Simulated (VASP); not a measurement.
# Pt (I4_1/amd) in VASP: relaxation of cell and atoms with revPBE

Aim: the relaxation of cell and atoms of Pt with revPBE.

All numbers are computed with VASP 6.6.1; they aren't measurements. Logs are shortened: lines on timing, memory, paths and dates and some standing lists are left out, and cuts for length are marked.

## Step 1: The cell of the first run

The structure is tetragonal, space group I4_1/amd (No. 141). Conventional cell: a = 4.879 Å, b = 4.879 Å, c = 2.664 Å, α = 90.00°, β = 90.00°, γ = 90.00°. Pt (site symmetry -4m2) has 10 Pt at 2.53 to 3.15 Å within 3.3 Å.

## Step 2: Relaxation of cell and atoms, revPBE

File INCAR:

```
ALGO = Normal ; EDIFF = 1E-7
EDIFFG = -0.01 ; ENCUT = 600
GGA = RE ; IBRION = 2
ISIF = 3 ; ISMEAR = -1
ISYM = 0 ; LASPH = T
LCHARG = F ; LREAL = F
LWAVE = F ; NELM = 80
NSW = 80 ; PREC = Accurate
SIGMA = 0.1
```

File KPOINTS:

```
k-points
0
Gamma
  13 13 9
```

File POSCAR:

```
Pt
1.0
   -2.4392984224      2.4392984224      1.3318569387
    2.4392984224     -2.4392984224      1.3318569387
    2.4392984224      2.4392984224     -1.3318569387
Pt
2
Direct
    0.0000000000      0.0000000000      0.0000000000
    0.7500000000      0.2500000000      0.5000000000
```

Potentials or basis: VASP PAW PBE potentials, release 64 (Pt).

On the command line:

```
cat potpaw_PBE.64/Pt/POTCAR > POTCAR
mpirun -np 1 vasp_std > vasp.out
```

OUTCAR:

```text
EDIFF = 1E-7
   EDIFFG = -0.01
   ENCUT = 600
   GGA = RE
   IBRION = 2
   ISIF = 3
   ISMEAR = -1
   ISYM = 0
   LASPH = T
   LREAL = F
   NELM = 80
   NSW = 80
   PREC = Accurate

 ion  position               nearest neighbor table
   1  0.000  0.000  0.000-   2 2.53   2 2.53   2 2.53   2 2.53   2 3.15   2 3.15   2 3.15   2 3.15

   2  0.750  0.250  0.500-   1 2.53   1 2.53   1 2.53   1 2.53   1 3.15   1 3.15   1 3.15   1 3.15

IMPORTANT INFORMATION: All symmetrisations will be switched off!
NOSYMM: (Re-)initialisation of all symmetry stuff for point group C_1.

----------------------------------------------------------------------------------------

                                     Primitive cell

  volume of cell :      31.6991

  direct lattice vectors                    reciprocal lattice vectors
    -2.439298422  2.439298422  1.331856939     0.000000000  0.204976970  0.375415696
     2.439298422 -2.439298422  1.331856939     0.204976970  0.000000000  0.375415696
     2.439298422  2.439298422 -1.331856939     0.204976970  0.204976970  0.000000000

  length of vectors
     3.697863774  3.697863774  3.697863774     0.427729474  0.427729474  0.289881211

  position of ions in fractional coordinates (direct lattice)
     0.000000000  0.000000000  0.000000000
     0.750000000  0.250000000  0.500000000

  ion indices of the primitive-cell ions
   primitive index   ion index
                 1           1
                 2           2

----------------------------------------------------------------------------------------

 KPOINTS: k-points

Automatic generation of k-mesh.
 Grid dimensions read from file:
 generate k-points for:   13   13    9

 Generating k-lattice:

  Cartesian coordinates                     Fractional coordinates (reciprocal lattice)
     0.000000000  0.015767459  0.028878130     0.076923077  0.000000000  0.000000000
     0.015767459  0.000000000  0.028878130     0.000000000  0.076923077  0.000000000
     0.022775219  0.022775219  0.000000000     0.000000000  0.000000000  0.111111111

  Length of vectors
     0.032902267  0.032902267  0.032209023

  Shift w.r.t. Gamma in fractional coordinates (k-lattice)
     0.000000000  0.000000000  0.000000000

 -----------------------------------------------------------------------------
|                                                                             |
|           W    W    AA    RRRRR   N    N  II  N    N   GGGG   !!!           |
|           W    W   A  A   R    R  NN   N  II  NN   N  G    G  !!!           |
|           W    W  A    A  R    R  N N  N  II  N N  N  G       !!!           |
|           W WW W  AAAAAA  RRRRR   N  N N  II  N  N N  G  GGG   !            |
|           WW  WW  A    A  R   R   N   NN  II  N   NN  G    G                |
|           W    W  A    A  R    R  N    N  II  N    N   GGGG   !!!           |
[... 78 lines left out ...]
   EFERMI =   0.00;   METHOD = LEGACY
   ISMEAR =    -1;   SIGMA  =   0.10  broadening in eV -4-tet -1-fermi 0-gaus
   EFERMI_NEDOS =   21; number of points for ismear=-14 and -15
   IALGO  =     38    algorithm
   IMIX   =      4    mixing-type and parameters
     AMIX     =   0.40;   BMIX     =  1.00
     AMIX_MAG =   1.60;   BMIX_MAG =  1.00
  volume/ion in A,a.u.               =      15.85       106.96
  Fermi-wavevector in a.u.,A,eV,Ry     =   1.404114  2.653391 26.824375  1.971536
  Thomas-Fermi vector in A             =   2.526708
   LORBIT       =      0    0 simple, 1 ext, 2 COOP (PROOUT), +10 PAW based schemes
   GGA     = RE    functional components
   LHFCALC =     F    Hartree Fock is set to
   AEXX    =    0.0000 exact exchange contribution
   IVDW    =     0    specifies the selected vdW correction
   LEPSILON=     F    determine dielectric tensor
   LRPA    =     F    only Hartree local field effects (RPA)
 conjugate gradient relaxation of ions
 non-spin polarized calculation
  energy-cutoff  :      600.00
  volume of cell :       31.70
 maximum number of plane-waves:      1081
 NGX is ok and might be reduce to    30
   NGX = 15   NGY = 15   NGZ = 15

--------------------------------------- Ionic step        1  -------------------------------------------

 number of electron      19.9999999 magnetization

 Free energy of the ion-electron system (eV)
  ---------------------------------------------------
  ext. energy  EPLUGINS =         0.00000000
  ---------------------------------------------------
  free energy    TOTEN  =       -10.42351355 eV

  energy without entropy =      -10.35159065  energy(sigma->0) =      -10.38755210

 E-fermi :  10.4951     XC(G=0): -13.0580

 val. band max:       10.4922197602   @ k =   0.2308   0.1538   0.3333
 cond. band min:      10.4975402134   @ k =  -0.0769   0.0000   0.3333
 fundamental gap:      0.0053204532
 Fermi energy:        10.4951209366

 k-point     1 :       0.0000    0.0000    0.0000
  band No.  band energies     occupation
      1       0.8260      2.00000
      2       3.6993      2.00000
      3       4.3495      2.00000
      4       4.9708      2.00000
      5       5.6157      2.00000
      6       8.8747      2.00000
      7       8.8747      2.00000
      8       8.9449      2.00000
      9       8.9450      2.00000
     10      10.8841      0.04008
     11      12.0895      0.00000
     12      15.6531      0.00000
     13      15.6532      0.00000
     14      22.4213      0.00000
[... 492 lines left out ...]
  FREE ENERGIE OF THE ION-ELECTRON SYSTEM (eV)
  ---------------------------------------------------
  free  energy   TOTEN  =       -10.6250699099 eV

  energy  without entropy=      -10.5426179989  energy(sigma->0) =      -10.58384395

[... ionic steps 4 to 7 ...]

--------------------------------------- Ionic step        8  -------------------------------------------

 number of electron      20.0000004 magnetization

------------------------ aborting loop because EDIFF is reached ----------------------------------------
[... 67 lines left out ...]
--------------------------------------- Ionic step       10  -------------------------------------------

 number of electron      20.0000004 magnetization

 Free energy of the ion-electron system (eV)
  ---------------------------------------------------
  ext. energy  EPLUGINS =         0.00000000
  ---------------------------------------------------
  free energy    TOTEN  =       -10.62725914 eV

  energy without entropy =      -10.54538845  energy(sigma->0) =      -10.58632380

 E-fermi :   8.9017     XC(G=0): -12.5117

 val. band max:        8.8989912285   @ k =   0.4615   0.0769   0.4444
 cond. band min:       8.9023773487   @ k =  -0.1538   0.2308   0.1111
 fundamental gap:      0.0033861202
 Fermi energy:         8.9017336700

 k-point     1 :       0.0000    0.0000    0.0000
  band No.  band energies     occupation
      1       0.1629      2.00000
      2       3.0806      2.00000
      3       3.5611      2.00000
      4       3.9702      2.00000
      5       4.5600      2.00000
      6       7.5901      2.00000
      7       7.5901      2.00000
      8       7.6511      1.99999
      9       7.6511      1.99999
     10       9.1678      0.13070
     11      10.2271      0.00000
     12      13.8848      0.00000
     13      13.8883      0.00000
     14      19.3286      0.00000
[... 420 lines left out ...]
  FREE ENERGIE OF THE ION-ELECTRON SYSTEM (eV)
  ---------------------------------------------------
  free  energy   TOTEN  =       -10.6272591436 eV

  energy  without entropy=      -10.5453884536  energy(sigma->0) =      -10.58632380

 reached required accuracy - stopping structural energy minimisation
```

OSZICAR:

```text
N       E                     dE             d eps       ncg     rms          rms(c)
DAV:   1     0.119817041498E+03    0.11982E+03   -0.11373E+04 21492   0.152E+03
DAV:   2    -0.874863579425E+01   -0.12857E+03   -0.12266E+03 24308   0.296E+02
DAV:   3    -0.110560549819E+02   -0.23074E+01   -0.22833E+01 24404   0.410E+01
DAV:   4    -0.110693573810E+02   -0.13302E-01   -0.13301E-01 23960   0.329E+00
[... 84 lines left out ...]
DAV:   1    -0.106274751266E+02   -0.23779E-03   -0.43544E-03 21320   0.659E-01    0.913E-02
DAV:   2    -0.106272635351E+02    0.21159E-03   -0.52381E-04 21488   0.211E-01    0.321E-02
DAV:   3    -0.106272570142E+02    0.65209E-05   -0.30092E-05 23468   0.472E-02    0.215E-02
DAV:   4    -0.106272591251E+02   -0.21109E-05   -0.26357E-06 22352   0.123E-02    0.126E-03
DAV:   5    -0.106272591436E+02   -0.18477E-07   -0.11249E-07 14152   0.369E-03
  10 F= -.10627259E+02 E0= -.10586324E+02  d E =-.906236E-05
```

Wall time 35 min (1 thread of Oxide Virtual Turin-like, shared host); peak memory 0.47 GiB.

What came out:

- Free energy: -10.6273 eV
- Relaxed volume: 17.37 Å³/atom
- Relaxed cell: a = 3.824 Å, b = 3.824 Å, c = 3.824 Å, α = 97.25°, β = 97.25°, γ = 138.36°
- Space group after relaxing (to 0.1 Å): I4_1/amd (No. 141)
- Energy gained by relaxing: 101.9 meV/atom
- Ionic steps: 10
- Pressure after relaxing: 0.0 GPa
- Band gap on the k mesh: zero (bands 10 and 11 overlap by 1.46 eV)

The path:
| step | energy change (eV) | largest force (eV/Å) | pressure (GPa) | volume (Å³) |
| --- | --- | --- | --- | --- |
| 1 | 0.0000 | 0.0005 | 23.01 | 31.70 |
| 2 | 0.5855 | 0.0006 | -22.88 | 43.32 |
| 3 | -0.2016 | 0.0010 | -1.63 | 35.05 |
| 4 | -0.2029 | 0.0010 | -0.37 | 34.81 |
| 5 | -0.2029 | 0.0010 | -0.01 | 34.75 |
| 6 | -0.2037 | 0.0016 | 0.18 | 34.71 |
| 7 | -0.2037 | 0.0015 | 0.13 | 34.72 |
| 8 | -0.2037 | 0.0015 | 0.13 | 34.72 |
| 9 | -0.2037 | 0.0021 | -0.19 | 34.78 |
| 10 | -0.2037 | 0.0018 | 0.00 | 34.74 |

Final structure:
```yaml
crystal:
  lattice:
    - [-2.52741, 2.52776, 1.35930]
    - [2.52776, -2.52741, 1.35930]
    - [2.52778, 2.52778, -1.35865]
  atoms:
    - { symbol: Pt, position: [0.00001, 0.99999, 0.00000] }
    - { symbol: Pt, position: [0.74999, 0.25001, 0.50000] }
```

Caveat: the PAW data sets were made with another functional, which shifts forces and pressure a little; spin-orbit coupling is left out, which moves the levels of the heavy elements.
